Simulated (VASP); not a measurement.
Al, 1 atom in the cell. The cell holds a cluster in a box, 1 atom: a = 10.000 Å, b = 10.000 Å, c = 10.000 Å, α = 90.00°, β = 90.00°, γ = 90.00°. 

- Program: VASP 6.6.1
- Task: single point
- Functional: PBE
- Potentials or basis: VASP PAW PBE potentials, release 64 (Al)
- Cutoff: 400 eV
- k mesh: 1 × 1 × 1
- Occupations: fermi-dirac, width 0.1 eV
- Spin: collinear spin, ferromagnetic start
- Starting moments: [1.0] μB
- Dipole correction: no
- Further INCAR settings: ALGO = Normal; EDIFF = 1e-06; NBANDS = 12

Potentials or basis: VASP PAW PBE potentials, release 64 (Al).

Launch:

```console
$ cat potpaw_PBE.64/Al/POTCAR > POTCAR
$ mpirun -np 1 vasp_gam > vasp.out
```

Hardware: 1 thread of AMD EPYC 7R13 (shared host).

Problem. Estimate the wall time of this run.

Solution. Run time: 100 s on 1 thread of AMD EPYC 7R13, on a shared host, peak memory 0.85 GiB. Counts: scf iterations 18, k points 1.
